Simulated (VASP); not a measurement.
# C: G0W0 quasiparticle levels with PBE

The system is C.

```
C
1.0
     0.00000    1.78350    1.78350
     1.78350    0.00000    1.78350
     1.78350    1.78350    0.00000
C
2
Direct
  0.00000 0.00000 0.00000
  0.25000 0.25000 0.25000
```

- Program: VASP 6.6.1
- Task: G0W0 quasiparticle levels
- Functional: PBE
- Potentials or basis: VASP PAW PBE potentials, release 64 (C_GW)
- Cutoff: 500 eV
- k mesh: 6 × 6 × 6
- Occupations: gaussian, width 0.01 eV
- Spin: no spin polarisation
- Dipole correction: no
- GW scheme: G0W0
- GW iterations: 1
- Cutoff of the response function: 113.3
- Frequency points: 48
- Empty bands: 53
- Further INCAR settings: ALGO = EVGW0; EDIFF = 1e-08; NBANDS = 57

```json
{"Band gap on the k mesh, mean-field level": "4.15 eV, indirect (least direct gap 5.59 eV)", "Quasiparticle gap": "5.31 eV", "Least direct quasiparticle gap": "7.19 eV"}
```

Levels at points of the mesh, in eV from the valence-band top:
| k point | band 1 | band 2 | band 3 | band 4 | band 5 | band 6 | band 7 | band 8 |
| --- | --- | --- | --- | --- | --- | --- | --- | --- |
| (0.00, 0.00, 0.00) | -21.47 | 0.00 | 0.00 | 0.00 | 5.59 | 5.59 | 5.59 | 13.32 |
| (0.50, 0.00, 0.00) | -15.70 | -13.37 | -2.80 | -2.80 | 8.46 | 8.46 | 8.84 | 15.70 |
| (0.50, 0.50, 0.00) | -12.77 | -12.77 | -6.30 | -6.30 | 4.76 | 4.76 | 16.81 | 16.81 |

It took 97 s on 1 thread of Intel Xeon 8259CL (shared host), peak memory 0.21 GiB.

Caveat: the k points lie up to 0.51 Å⁻¹ apart; bands, screening cutoff and mesh are small and nothing is extrapolated, so the quasiparticle values aren't converged. A k mesh can miss the band edges.
